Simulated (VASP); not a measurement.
# AlGaN2 (P-4m2) in VASP: a series of runs

Runs on AlGaN2. Level: r2SCAN. Tasks: single point.

Program: VASP 6.6.1. These are calculated values, not measurements. Logs are shortened: lines on timing, memory, paths and dates and some standing lists are left out, and cuts for length are marked.

## Step 1: The cell of the first run

Symmetry: P-4m2, No. 115, tetragonal system. The conventional cell has a = 3.235 Å, b = 3.235 Å, c = 4.557 Å, α = 90.00°, β = 90.00°, γ = 90.00°. Within 2.6 Å of Al (site symmetry -4m2) lie 4 N at 1.95 Å. Ga (site symmetry -4m2) has 4 N at 2.01 Å within 2.7 Å. Within 2.6 Å of N (site symmetry 2mm) lie 2 Al at 1.95 Å and 2 Ga at 2.01 Å.

## Step 2: Single point, r2SCAN (strain +0.030 along x and y, +0.030 along z)

POSCAR reads:

```
AlGaN2
1.0
    3.2351033602      0.0000000000      0.0000000000
    0.0000000000      3.2351033602      0.0000000000
    0.0000000000      0.0000000000      4.5565530782
Al Ga N
1 1 2
Direct
    0.5000000000      0.5000000000      0.5000000000
    0.0000000000      0.0000000000      0.0000000000
    0.5000000000      0.0000000000      0.7382648100
    0.0000000000      0.5000000000      0.2617351900
```

INCAR.step1 reads:

```
SYSTEM = AlGaN2
PREC = Accurate
ENCUT = 910
ISMEAR = 0
SIGMA = 0.05
LREAL = .False.
LASPH = .True.
NELM = 120
NBANDS = 21
GGA = PE
ALGO = Normal
EDIFF = 1E-5
LWAVE = .True.
LCHARG = .False.
GGA_COMPAT = .False.
```

INCAR.step2 reads:

```
SYSTEM = AlGaN2
PREC = Accurate
ENCUT = 910
EDIFF = 1E-6
ISMEAR = 0
SIGMA = 0.05
LREAL = .False.
LASPH = .True.
NELM = 120
ALGO = Normal
ISIF = 2
LWAVE = .False.
LCHARG = .True.
METAGGA = R2SCAN
LMIXTAU = .True.
LELF = .True.
LVHAR = .True.
NBANDS = 21
ISTART = 1
GGA_COMPAT = .False.
```

KPOINTS reads:

```
Automatic mesh
0
Gamma
  8 8 6
  0 0 0
```

Potentials or basis: VASP PAW PBE potentials, release 64 (Al, Ga_d, N_h).

Launch:

```
$ cat potpaw_PBE.64/Al/POTCAR potpaw_PBE.64/Ga_d/POTCAR potpaw_PBE.64/N_h/POTCAR > POTCAR
$ cp INCAR.step1 INCAR
$ mpirun -np 1 vasp_std > vasp.out
$ cp INCAR.step2 INCAR
$ mpirun -np 1 vasp_std > vasp.out
```

OUTCAR:

```text
SYSTEM = AlGaN2
   PREC = Accurate
   ENCUT = 910
   EDIFF = 1E-6
   ISMEAR = 0
   LREAL = .False.
   LASPH = .True.
   NELM = 120
   ISIF = 2
   METAGGA = R2SCAN
   ISTART = 1

 ion  position               nearest neighbor table
   1  0.500  0.500  0.500-   3 1.95   4 1.95   3 1.95   4 1.95
   2  0.000  0.000  0.000-   3 2.01   4 2.01   4 2.01   3 2.01
   3  0.500  0.000  0.738-   1 1.95   1 1.95   2 2.01   2 2.01
   4  0.000  0.500  0.262-   1 1.95   1 1.95   2 2.01   2 2.01

  LATTYP: Found a simple tetragonal cell.
 ALAT       =     3.2351033602
 C/A-ratio  =     1.4084721787

  Lattice vectors:

 A1 = (   3.2351033602,   0.0000000000,   0.0000000000)
 A2 = (   0.0000000000,   3.2351033602,   0.0000000000)
 A3 = (   0.0000000000,   0.0000000000,   4.5565530782)

Analysis of symmetry for initial positions (statically):
=====================================================================
 Subroutine PRICEL returns:
 Original cell was already a primitive cell.

 Routine SETGRP: Setting up the symmetry group for a
 simple tetragonal supercell.

 Subroutine GETGRP returns: Found  8 space group operations
 (whereof  8 operations were pure point group operations)
 out of a pool of 16 trial point group operations.

The static configuration has the point symmetry D_2d.

Analysis of symmetry for dynamics (positions and initial velocities):
=====================================================================
 Subroutine PRICEL returns:
 Original cell was already a primitive cell.

 Routine SETGRP: Setting up the symmetry group for a
 simple tetragonal supercell.

 Subroutine GETGRP returns: Found  8 space group operations
 (whereof  8 operations were pure point group operations)
 out of a pool of 16 trial point group operations.

The dynamic configuration has the point symmetry D_2d.

 Subroutine INISYM returns: Found  8 space group operations
 (whereof  8 operations are pure point group operations),
 and found     1 'primitive' translations

----------------------------------------------------------------------------------------

                                     Primitive cell

  volume of cell :      47.6884

  direct lattice vectors                    reciprocal lattice vectors
     3.235103360  0.000000000  0.000000000     0.309109135  0.000000000  0.000000000
     0.000000000  3.235103360  0.000000000     0.000000000  0.309109135  0.000000000
     0.000000000  0.000000000  4.556553078     0.000000000  0.000000000  0.219464139

  length of vectors
     3.235103360  3.235103360  4.556553078     0.309109135  0.309109135  0.219464139

  position of ions in fractional coordinates (direct lattice)
     0.500000000  0.500000000  0.500000000
     0.000000000  0.000000000  0.000000000
     0.500000000  0.000000000  0.738264810
     0.000000000  0.500000000  0.261735190

  ion indices of the primitive-cell ions
   primitive index   ion index
                 1           1
                 2           2
                 3           3
                 4           4

----------------------------------------------------------------------------------------

 KPOINTS: Automatic mesh

Automatic generation of k-mesh.
 Grid dimensions read from file:
 generate k-points for:    8    8    6

 Generating k-lattice:

  Cartesian coordinates                     Fractional coordinates (reciprocal lattice)
     0.038638642  0.000000000  0.000000000     0.125000000  0.000000000  0.000000000
     0.000000000  0.038638642  0.000000000     0.000000000  0.125000000  0.000000000
     0.000000000  0.000000000  0.036577357     0.000000000  0.000000000  0.166666667

  Length of vectors
     0.038638642  0.038638642  0.036577357

  Shift w.r.t. Gamma in fractional coordinates (k-lattice)
     0.000000000  0.000000000  0.000000000

 Subroutine IBZKPT returns following result:
 ===========================================

 Found     60 irreducible k-points:

 Following reciprocal coordinates:
            Coordinates               Weight
  0.000000  0.000000  0.000000      1.000000
  0.125000  0.000000  0.000000      4.000000
  0.250000  0.000000  0.000000      4.000000
  0.375000  0.000000  0.000000      4.000000
  0.500000  0.000000  0.000000      2.000000
  0.125000  0.125000  0.000000      4.000000
[... 16 lines left out ...]
  0.375000  0.125000  0.166667     16.000000
  0.500000  0.125000  0.166667      8.000000
 [... further k-points ...]
   k-points           NKPTS =     60   k-points in BZ     NKDIM =     60   number of bands    NBANDS=     21
   number of dos      NEDOS =    301   number of ions     NIONS =      4
   total plane-waves  NPLWV =  49152
   dimension x,y,z NGX =    32 NGY =   32 NGZ =   48
   dimension x,y,z NGXF=    64 NGYF=   64 NGZF=   96
   ions per type =               1   1   2
   NGX,Y,Z   is equivalent  to a cutoff of  16.44, 16.44, 17.51 a.u.
   NGXF,Y,Z  is equivalent  to a cutoff of  32.89, 32.89, 35.03 a.u.
 SYSTEM =  AlGaN2
   PREC   = accura    normal or accurate (medium, high low for compatibility)
   ISTART =      1    job   : 0-new  1-cont  2-samecut
   ICHARG =      0    charge: 1-file 2-atom 10-const
   ISPIN  =      1    spin polarized calculation?
   LNONCOLLINEAR =      F non collinear calculations
   LSORBIT =      F    spin-orbit coupling
   LASPH  =      T    aspherical Exc in radial PAW
   ENCUT  =  910.0 eV  66.88 Ry    8.18 a.u.   7.96  7.96 11.21*2*pi/ulx,y,z
   NELM   =    120;   NELMIN=  2; NELMDL=  0     # of ELM steps
   EDIFF  = 0.1E-05   stopping-criterion for ELM
   LREAL  =      F    real-space projection
[... 7 lines left out ...]
   TEBEG  =    0.0;   TEEND  =   0.0 temperature during run
   PSTRESS=    0.0 pullay stress
   NELECT =      26.0000    total number of electrons
   NUPDOWN=      -1.0000    fix difference up-down
   EMIN   =  10.00;   EMAX   =-10.00  energy-range for DOS
   EFERMI =   0.00;   METHOD = LEGACY
   ISMEAR =     0;   SIGMA  =   0.05  broadening in eV -4-tet -1-fermi 0-gaus
   EFERMI_NEDOS =   21; number of points for ismear=-14 and -15
   IALGO  =     38    algorithm
   IMIX   =      4    mixing-type and parameters
     AMIX     =   0.40;   BMIX     =  1.00
     AMIX_MAG =   1.60;   BMIX_MAG =  1.00
  volume/ion in A,a.u.               =      11.92        80.45
  Fermi-wavevector in a.u.,A,eV,Ry     =   1.337401  2.527322 24.335950  1.788642
  Thomas-Fermi vector in A             =   2.465953
   LORBIT       =      0    0 simple, 1 ext, 2 COOP (PROOUT), +10 PAW based schemes
   METAGGA = R2SCAN    functional components
   LHFCALC =     F    Hartree Fock is set to
   AEXX    =    0.0000 exact exchange contribution
   IVDW    =     0    specifies the selected vdW correction
   LEPSILON=     F    determine dielectric tensor
   LRPA    =     F    only Hartree local field effects (RPA)
 non-spin polarized calculation
 Gauss-broadening in eV      SIGMA  =   0.05
  energy-cutoff  :      910.00
  volume of cell :       47.69
 maximum number of plane-waves:      3016
 NGX is ok and might be reduce to    32
   NGX = 15   NGY = 15   NGZ = 23

 number of electron      26.0000000 magnetization

 Free energy of the ion-electron system (eV)
  ---------------------------------------------------
  ext. energy  EPLUGINS =         0.00000000
  ---------------------------------------------------
  free energy    TOTEN  =       -40.86526320 eV

  energy without entropy =      -40.86526320  energy(sigma->0) =      -40.86526320

 E-fermi :   5.0366     XC(G=0): -11.6038

 val. band max:        4.8024396850   @ k =   0.0000   0.0000   0.0000
 cond. band min:       7.4906221786   @ k =   0.0000   0.0000   0.0000
 fundamental gap:      2.6881824937
 Fermi energy:         5.0365558469

 k-point     1 :       0.0000    0.0000    0.0000
  band No.  band energies     occupation
      1     -10.8675      2.00000
      2      -9.6378      2.00000
      3      -8.5836      2.00000
      4      -8.5836      2.00000
      5      -8.5212      2.00000
      6      -8.4151      2.00000
[... 13 lines left out ...]
     20      17.6689      0.00000
     21      19.8020      0.00000

 k-point     2 :       0.1250    0.0000    0.0000
  band No.  band energies     occupation
      1     -10.7527      2.00000
      2      -9.6388      2.00000
      3      -8.5816      2.00000
      4      -8.5814      2.00000
      5      -8.5046      2.00000
      6      -8.4235      2.00000
[... 13 lines left out ...]
     20      17.4910      0.00000
     21      19.3637      0.00000

 k-point     3 :       0.2500    0.0000    0.0000
  band No.  band energies     occupation
      1     -10.4512      2.00000
      2      -9.6512      2.00000
      3      -8.5769      2.00000
      4      -8.5553      2.00000
      5      -8.4435      2.00000
      6      -8.4375      2.00000
[... 13 lines left out ...]
     20      16.9550      0.00000
     21      18.4211      0.00000

 k-point     4 :       0.3750    0.0000    0.0000
  band No.  band energies     occupation
      1     -10.0994      2.00000
      2      -9.6913      2.00000
      3      -8.5720      2.00000
      4      -8.5198      2.00000
      5      -8.4634      2.00000
      6      -8.2443      2.00000
[... 13 lines left out ...]
     20      16.7346      0.00000
     21      17.5143      0.00000

 k-point     5 :       0.5000    0.0000    0.0000
  band No.  band energies     occupation
      1      -9.9077      2.00000
      2      -9.7482      2.00000
      3      -8.5699      2.00000
      4      -8.5064      2.00000
      5      -8.4717      2.00000
      6      -7.9951      2.00000
[... 13 lines left out ...]
     20      16.8402      0.00000
     21      17.0457      0.00000

 k-point     6 :       0.1250    0.1250    0.0000
  band No.  band energies     occupation
      1     -10.6428      2.00000
      2      -9.6376      2.00000
      3      -8.5950      2.00000
      4      -8.5589      2.00000
      5      -8.4878      2.00000
      6      -8.4312      2.00000
[... 13 lines left out ...]
     20      17.3133      0.00000
     21      18.1010      0.00000

 k-point     7 :       0.2500    0.1250    0.0000
  band No.  band energies     occupation
      1     -10.3576      2.00000
      2      -9.6438      2.00000
      3      -8.5894      2.00000
      4      -8.5277      2.00000
      5      -8.4593      2.00000
      6      -8.4037      2.00000
[... 13 lines left out ...]
     20      17.0561      0.00000
     21      17.4481      0.00000
[... 291 lines left out ...]
      1      -9.9160      2.00000
      2      -9.7331      2.00000
      3      -8.5708      2.00000
      4      -8.4978      2.00000
      5      -8.4716      2.00000
      6      -7.9900      2.00000
[... 13 lines left out ...]
     20      16.2842      0.00000
     21      16.7718      0.00000

 k-point    21 :       0.1250    0.1250    0.1667
  band No.  band energies     occupation
      1     -10.5574      2.00000
      2      -9.6570      2.00000
      3      -8.5979      2.00000
      4      -8.5490      2.00000
      5      -8.4874      2.00000
      6      -8.4311      2.00000
[... 13 lines left out ...]
     20      16.8551      0.00000
     21      18.4058      0.00000

 k-point    22 :       0.2500    0.1250    0.1667
  band No.  band energies     occupation
      1     -10.2973      2.00000
      2      -9.6558      2.00000
      3      -8.5911      2.00000
      4      -8.5141      2.00000
      5      -8.4588      2.00000
      6      -8.3936      2.00000
[... 13 lines left out ...]
     20      17.0153      0.00000
     21      17.7481      0.00000

 k-point    23 :       0.3750    0.1250    0.1667
  band No.  band energies     occupation
      1     -10.0125      2.00000
      2      -9.6766      2.00000
      3      -8.5781      2.00000
      4      -8.4896      2.00000
      5      -8.4770      2.00000
      6      -8.1630      2.00000
[... 13 lines left out ...]
     20      17.0898      0.00000
     21      17.4158      0.00000

 k-point    24 :       0.5000    0.1250    0.1667
  band No.  band energies     occupation
      1      -9.8742      2.00000
      2      -9.7072      2.00000
      3      -8.5732      2.00000
      4      -8.4865      2.00000
      5      -8.4794      2.00000
      6      -7.9152      2.00000
[... 13 lines left out ...]
     20      17.1531      0.00000
     21      17.1812      0.00000

 [... further k-points ...]

------------------------ aborting loop because EDIFF is reached ----------------------------------------

  FORCE on cell =-STRESS in cart. coord.  units (eV):
  Direction    XX          YY          ZZ          XY          YZ          ZX
  --------------------------------------------------------------------------------------
  -------------------------------------------------------------------------------------
  Total       -4.5434696     -4.5434696     -4.4871769      0.0000000      0.0000000      0.0000000
  in kB     -152.6460074   -152.6460074   -150.7547548      0.0000000      0.0000000      0.0000000
  external PRESSURE =    -152.0155899 kB  Pullay stress =       0.0000000 kB

 VOLUME and BASIS-vectors are now :
 -----------------------------------------------------------------------------
  energy-cutoff  :      910.00
  volume of cell :       47.69
      direct lattice vectors                 reciprocal lattice vectors
     3.235103360  0.000000000  0.000000000     0.309109135  0.000000000  0.000000000
     0.000000000  3.235103360  0.000000000     0.000000000  0.309109135  0.000000000
     0.000000000  0.000000000  4.556553078     0.000000000  0.000000000  0.219464139

 POSITION                                       TOTAL-FORCE (eV/Angst)
 -----------------------------------------------------------------------------------
      1.61755      1.61755      2.27828         0.000000     -0.000000      0.000000
      0.00000      0.00000      0.00000         0.000000      0.000000      0.000000
      1.61755      0.00000      3.36394         0.000000      0.000000      0.000582
      0.00000      1.61755      1.19261        -0.000000      0.000000     -0.000582
 -----------------------------------------------------------------------------------
    total drift:                                0.000000      0.000000     -0.000000

  FREE ENERGIE OF THE ION-ELECTRON SYSTEM (eV)
  ---------------------------------------------------
  free  energy   TOTEN  =       -40.8652631989 eV

  energy  without entropy=      -40.8652631989  energy(sigma->0) =      -40.86526320
```

It took 2.8 min on 1 thread of Intel Xeon 6975P-C (Granite Rapids), shared host; peak memory 0.32 GiB.

Results:

* Free energy: -40.8653 eV
* Pressure: -15.2 GPa
* Band gap on the k mesh: 2.69 eV

Stress tensor (GPa, compression positive):
```
-15.26   0.00   0.00
  0.00 -15.26   0.00
  0.00   0.00 -15.08
```

Caveat: the cell differs from its parent crystal (strain +0.030 along x and y, +0.030 along z); the cutoff is under 1.25 times the usual one of these potentials, so pressure, stress and relaxed cells hold a basis-set (Pulay) error; the cell stands under tension; the PAW data sets were made with another functional, which shifts forces and pressure a little.

(Continued in part 2 of 3.)
